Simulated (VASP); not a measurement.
Wanted: the native input for a VASP 6.6.1 run.

- Task: single point
- Functional: PBE
- Potentials or basis: VASP PAW PBE potentials, release 64 (K_sv, Si, B)
- Cutoff: 520 eV
- k mesh: 12 × 12 × 4
- Occupations: gaussian, width 0.1 eV
- Spin: no spin polarisation
- Dipole correction: no
- Further INCAR settings: ALGO = Normal; EDIFF = 1e-07; NBANDS = 22

The structure of K2SiB2 lies in POSCAR:

```
K2SiB2
1.0
    3.1152336555      0.0000000000      0.0000000000
   -1.5576168278      2.6978714844      0.0000000000
    0.0000000000      0.0000000000     11.2523586830
K Si B
2 1 2
Direct
    0.0000000000      0.0000000000      0.7129431391
    0.0000000000      0.0000000000      0.2870568609
    0.0000000000      0.0000000000      0.0000000000
    0.3333333333      0.6666666667      0.5000000000
    0.6666666667      0.3333333333      0.5000000000
```

These files were run (other wordings do the same):

INCAR

```
SYSTEM = K2SiB2
PREC = Accurate ; ENCUT = 520
EDIFF = 1E-7 ; ISMEAR = 0
SIGMA = 0.1 ; LREAL = .False.
LASPH = .True. ; NELM = 80
ALGO = Normal ; ISIF = 2
LWAVE = .False. ; LCHARG = .False.
GGA = PE ; NBANDS = 22
```

KPOINTS

```
Automatic mesh
0
Gamma
  12 12 4
  0 0 0
```

Potentials or basis: VASP PAW PBE potentials, release 64 (K_sv, Si, B).

Run with:

```bash
$ cat potpaw_PBE.64/K_sv/POTCAR potpaw_PBE.64/Si/POTCAR potpaw_PBE.64/B/POTCAR > POTCAR
$ mpirun -np 1 vasp_std > vasp.out
```

Results of the run:

```json
{
 "Pressure": "0.1 GPa",
 "Largest force": "0.008 eV/Å",
 "Band gap on the k mesh": "zero (band 14 reaches 4.87 eV, above the bottom of band 15 at 2.88 eV)"
}
```

Wall time 100 s on 1 thread of Intel(R) Xeon(R) Platinum 8488C (Sapphire Rapids), on a shared host, peak memory 0.27 GiB.
